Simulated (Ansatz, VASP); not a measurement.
# Two plane-wave programs on RbBr

```
Rb Br
1.0
     3.85625    0.00000    0.00000
     0.00000    3.85625    0.00000
     0.00000    0.00000    3.85625
Rb Br
1 1
Direct
  0.00000 0.00000 0.00000
  0.50000 0.50000 0.50000
```

Change from the starting cell: volume scaled by 0.92, PAW files.

Alike in both runs: task single point; functional LDA; k mesh 12 × 12 × 12; occupations fermi-dirac, width 0.1 eV; no spin polarisation.

|  | VASP | Ansatz |
| --- | --- | --- |
| version | VASP 6.6.1 | Ansatz 0.2.0 |
| potentials or method | VASP PAW LDA potentials, release 64 (Rb_sv, Br) | PAW with Ansatz's default frozen-core files, scalar-relativistic |
| plane-wave cutoff (eV) | 520 | 420 |
| valence electrons in the cell | 16 | 16 |

Ansatz gave:

| Item | Value |
| --- | --- |
| gap on the k mesh at the Fermi level (eV) | 4.50 |
| pressure (GPa) | 2.4 |

Task: Which values does VASP return?

Result: gap on the k mesh at the Fermi level (eV): 4.52; pressure (GPa): 2.5.

LDA's correlation is that of Perdew and Zunger in VASP and of Perdew and Wang (1992) in Ansatz.
